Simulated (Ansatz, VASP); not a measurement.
MgBe2SeO2 in VASP and in Ansatz

```
CELL_PARAMETERS angstrom
2.43202 -7.89241 0.00000
2.43202 7.89241 0.00000
0.00000 0.00000 2.48789
ATOMIC_POSITIONS crystal
Mg 0.50000 0.50000 0.00000
Be 0.24913 0.75087 0.00000
Be 0.75087 0.24913 0.00000
Se 0.00000 0.00000 0.50000
O 0.00000 0.50000 0.50000
O 0.50000 0.00000 0.50000
```

Change from the starting cell: species swapped into the CeB2Ir2Rh type (Cmmm, No. 65).

Alike in both runs: functional PBE; k mesh 4 × 4 × 6; occupations gaussian, width 0.1 eV; no spin polarisation.

Ansatz relaxed the structure, and its values are those at the end. VASP's run is a single point on that final structure, the one shown.

|  | VASP | Ansatz |
| --- | --- | --- |
| version | VASP 6.6.1 | Ansatz 0.2.0 |
| potentials or method | VASP PAW PBE potentials, release 64 (Mg, Be, Se, O), cutoff 520 eV | scalar-relativistic, plane waves, PAW |
| valence electrons in the cell | 24 | 42 |

VASP gave:

| Property | Result |
| --- | --- |
| gap on the k mesh at the Fermi level (eV) | none |
| pressure (GPa) | 0.2 |

**Question.** Estimate Ansatz's values.

**Answer.** gap on the k mesh at the Fermi level (eV): none; pressure (GPa): 0.1.

A gap of «none» marks a metal or a gap that the smearing closes. The functional is the same, so the differences come from potentials, cutoffs and numerics. VASP's potentials hold 24 valence electrons a cell and Ansatz's 42, so a difference there can come from the potentials and not from the codes.

The k mesh is coarse, so the values compare programs but aren't converged.
